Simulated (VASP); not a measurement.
The system is Be3NbAs.

```xyz
5
Lattice="3.8331 0.0000 0.0000 0.0000 3.8331 0.0000 0.0000 0.0000 3.8331" Properties=species:S:1:pos:R:3 pbc="T T T"
Be    0.0000    1.9165    1.9165
Be    1.9165    0.0000    1.9165
Be    1.9165    1.9165    0.0000
Nb    0.0000    0.0000    0.0000
As    1.9165    1.9165    1.9165
```

```yaml
Program: VASP 6.6.1
Task: relaxation of cell and atoms
Functional: PBE
Potentials_or_basis: VASP PAW PBE potentials, release 64 (Be, Nb_sv, As)
Cutoff: 600 eV
k_mesh: 4 × 4 × 4
Occupations: gaussian, width 0.1 eV
Spin: no spin polarisation
```

At the start: pressure 35.0 GPa; volume 11.26 Å³/atom.

**Question.** How do energy, volume and symmetry change on relaxing?

**Answer.** Over 3 steps the energy falls by 285.3 meV/atom and the volume is 14.39 Å³/atom (+27.7 %); space group Pm-3m (No. 221, to 0.1 Å) before and after.

The path:
| step | energy change (eV) | largest force (eV/Å) | pressure (GPa) | volume (Å³) |
| --- | --- | --- | --- | --- |
| 1 | 0.0000 | 0.0000 | 35.01 | 56.32 |
| 2 | -1.2744 | 0.0000 | -6.76 | 78.85 |
| 3 | -1.4267 | 0.0000 | 0.27 | 71.94 |

Final structure:
```cif
data_structure
_symmetry_space_group_name_H-M 'P 1'
_symmetry_Int_Tables_number 1
_cell_length_a 4.1589
_cell_length_b 4.1589
_cell_length_c 4.1589
_cell_angle_alpha 90.000
_cell_angle_beta 90.000
_cell_angle_gamma 90.000
_cell_volume 71.94
loop_
_atom_site_label
_atom_site_type_symbol
_atom_site_fract_x
_atom_site_fract_y
_atom_site_fract_z
_atom_site_occupancy
Be1 Be 0.00000 0.50000 0.50000 1
Be2 Be 0.50000 0.00000 0.50000 1
Be3 Be 0.50000 0.50000 0.00000 1
Nb1 Nb 0.00000 0.00000 0.00000 1
As1 As 0.50000 0.50000 0.50000 1
```

Caveat: the k points lie up to 0.38 Å⁻¹ apart in the final cell, too coarse for converged energies and pressures of a metal; the volume moved by over 15 % at a fixed basis, so the end points are rough.
